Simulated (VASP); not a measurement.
Input of a VASP 6.6.1 run:

File INCAR:

```
SYSTEM = GeSe
ALGO     = Normal         ! electronic algorithm
EDIFF    = 1E-6           ! SCF threshold, eV
ENCUT    = 500            ! plane-wave cutoff, eV
GGA      = PE             ! functional
GGA_COMPAT= .False.      
ISIF     = 2              ! what is computed and relaxed
ISMEAR   = -1             ! smearing method
LASPH    = .True.         ! aspherical terms in the spheres
LCHARG   = .True.         ! write CHGCAR
LELF     = .True.         ! ELF
LREAL    = .False.        ! projectors in reciprocal space
LVHAR    = .True.       
LWAVE    = .False.        ! write WAVECAR
NBANDS   = 50             ! bands
NELM     = 120            ! most SCF steps
PREC     = Accurate       ! precision mode
SIGMA    = 0.02           ! smearing width, eV
```

KPOINTS

```
k-points
0
Gamma
  4 11 10
  0 0 0
```

The input POSCAR:

```
GeSe
1.0
   10.9623847493      0.0000000000      0.0000000000
    0.0000000000      3.9006637047      0.0000000000
    0.0000000000      0.0000000000      4.4579013768
Ge Se
4 4
Direct
    0.1230703869      0.2500000000      0.1140853057
    0.8769296131      0.7500000000      0.8859146943
    0.3769296131      0.7500000000      0.6140853057
    0.6230703869      0.2500000000      0.3859146943
    0.8536169317      0.2500000000      0.5016290002
    0.1463830683      0.7500000000      0.4983709998
    0.6463830683      0.7500000000      0.0016290002
    0.3536169317      0.2500000000     -0.0016290002
```

Potentials or basis: VASP PAW PBE potentials, release 64 (Ge_d, Se).

Launch:

```sh
$ cat potpaw_PBE.64/Ge_d/POTCAR potpaw_PBE.64/Se/POTCAR > POTCAR
$ mpirun -np 1 vasp_std > vasp.out
```

Question: Predict the pressure.

Answer: 0.5 GPa.

Question: Predict the largest force.

Answer: 0.027 eV/Å.

Question: Estimate the band gap on the k mesh.

Answer: 0.88 eV (least direct gap 0.99 eV).

Forces in eV/Å, atoms in the order of the input:
```
Ge  -0.022  0.000 -0.001
Ge   0.022  0.000  0.001
Ge   0.022  0.000 -0.001
Ge  -0.022  0.000  0.001
Se   0.027  0.000 -0.004
Se  -0.027  0.000  0.004
Se  -0.027  0.000 -0.004
Se   0.027  0.000  0.004
```

A k mesh can miss the band edges.
